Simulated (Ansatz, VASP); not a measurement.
## Two plane-wave programs on Co

The input POSCAR:

```
Co
1.0
    0.0000000000      2.3364898953      2.3364898953
    2.3364898953      0.0000000000      2.3364898953
    2.3364898953      2.3364898953      0.0000000000
Co
2
Direct
    0.0000000000      0.0000000000      0.0000000000
    0.5000000000      0.5000000000      0.5000000000
```

INCAR.step1

```
ALGO = Normal
EDIFF = 1E-4
ENCUT = 520
GGA = PE
ISMEAR = -1
ISPIN = 2
LASPH = True
LCHARG = False
LMAXMIX = 4
LREAL = False
LWAVE = True
MAGMOM = -2.018 -2.018
NBANDS = 20
NELM = 150
PREC = Accurate
SIGMA = 0.05
```

The input INCAR.step2:

```
ALGO = Normal
EDIFF = 1E-6
ENCUT = 520
ISIF = 2
ISMEAR = -1
ISPIN = 2
ISTART = 1
LASPH = True
LCHARG = False
LMAXMIX = 4
LMIXTAU = True
LORBIT = 11
LREAL = False
LWAVE = False
MAGMOM = -2.018 -2.018
METAGGA = R2SCAN
NBANDS = 20
NELM = 150
PREC = Accurate
SIGMA = 0.05
```

KPOINTS

```
k-points
0
Gamma
  14 14 14
```

Input for Ansatz:

```yaml
crystal:
  lattice:
    - [0.0, 2.3364898953, 2.3364898953]
    - [2.3364898953, 0.0, 2.3364898953]
    - [2.3364898953, 2.3364898953, 0.0]
  atoms:
    - { symbol: Co, position: [0.0, 0.0, 0.0], spin: -2.018 }
    - { symbol: Co, position: [0.5, 0.5, 0.5], spin: -2.018 }
hamiltonian:
  xc: r2scan
  pseudopotentials:
    kind: paw
    azcp:
      Co: "pseudopotentials/Co.paw.azcp"
basis:
  ecutwfc: 500
  fft_grid_basis: typed
kpoints:
  mp_grid: { grid: [14, 14, 14], shift: [0, 0, 0] }
magnetization:
  spin_polarized: true
scf:
  occupations: { method: fermi_dirac, width: 0.05 }
  lower_state_search: "off"
output:
  stress: true
```

Alike in both runs: task single point; functional r2SCAN; k mesh 14 × 14 × 14; occupations fermi-dirac, width 0.05 eV; collinear spin.

|  | VASP | Ansatz |
| --- | --- | --- |
| version | VASP 6.6.1 | Ansatz 0.2.0 |
| potentials or method | VASP PAW PBE potentials, release 64 (Co), cutoff 520 eV | plane waves (500 eV) with PAW, scalar-relativistic |
| valence electrons in the cell | 18 | 34 |

```csv
,VASP,Ansatz,Ansatz less VASP
pressure (GPa),-2.0,-1.9,+0.07
net moment per atom (μB),2.03,2.04,+0.006
size of the moment on the site where the two differ most (μB),2.07,2.10,+0.024
```

VASP's potentials were made for PBE, not for r2SCAN. Site moments also hang on the region over which each program counts them. The functional is the same, so the differences come from potentials, cutoffs and numerics. VASP's potentials hold 18 valence electrons a cell and Ansatz's 34, so a difference there can come from the potentials and not from the codes. Ansatz's warnings: stability check not made.
